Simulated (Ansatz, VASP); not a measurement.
## Ca in VASP and in Ansatz

The input INCAR:

```
PREC = Accurate ; ENCUT = 520
EDIFF = 1E-7 ; ISMEAR = -1
SIGMA = 0.1 ; LREAL = F
LASPH = T ; NELM = 100
ALGO = Normal ; ISIF = 2
LWAVE = F ; LCHARG = F
GGA = CA ; NBANDS = 11
```

KPOINTS

```
regular mesh
0
Gamma
  15 15 15
```

File POSCAR:

```
Ca
1.0
    0.0000000000      2.6714532750      2.6714532750
    2.6714532750      0.0000000000      2.6714532750
    2.6714532750      2.6714532750      0.0000000000
Ca
1
Direct
    0.0000000000      0.0000000000      0.0000000000
```

Input for Ansatz:

```yaml
crystal:
  lattice:
    - [0.0, 2.671453275, 2.671453275]
    - [2.671453275, 0.0, 2.671453275]
    - [2.671453275, 2.671453275, 0.0]
  atoms:
    - { symbol: Ca, position: [0.0, 0.0, 0.0] }
hamiltonian:
  xc: lda
  pseudopotentials:
    kind: paw
    azcp:
      Ca: "pseudopotentials/Ca.paw.azcp"
basis:
  ecutwfc: 420
  fft_grid_basis: typed
kpoints:
  mp_grid: { grid: [15, 15, 15], shift: [0, 0, 0] }
magnetization:
  spin_polarized: false
scf:
  occupations: { method: fermi_dirac, width: 0.1 }
  lower_state_search: "off"
output:
  stress: true
  write_density: true
  write_potential: true
  elf: true
  volumetric_format: npy
```

Alike in both runs: task single point; functional LDA; k mesh 15 × 15 × 15; occupations fermi-dirac, width 0.1 eV; no spin polarisation.

|  | VASP | Ansatz |
| --- | --- | --- |
| version | VASP 6.6.1 | Ansatz 0.2.0 |
| potentials or method | VASP PAW LDA potentials, release 64 (Ca_sv), cutoff 520 eV | plane waves (420 eV) with PAW, scalar-relativistic |
| valence electrons in the cell | 10 | 10 |

|  | VASP | Ansatz | Ansatz less VASP |
| --- | --- | --- | --- |
| pressure (GPa) | 0.0 | 0.0 | -0.01 |

Ansatz warns that its potentials were made for another functional, while VASP's fit it. LDA's correlation is that of Perdew and Zunger in VASP and of Perdew and Wang (1992) in Ansatz.
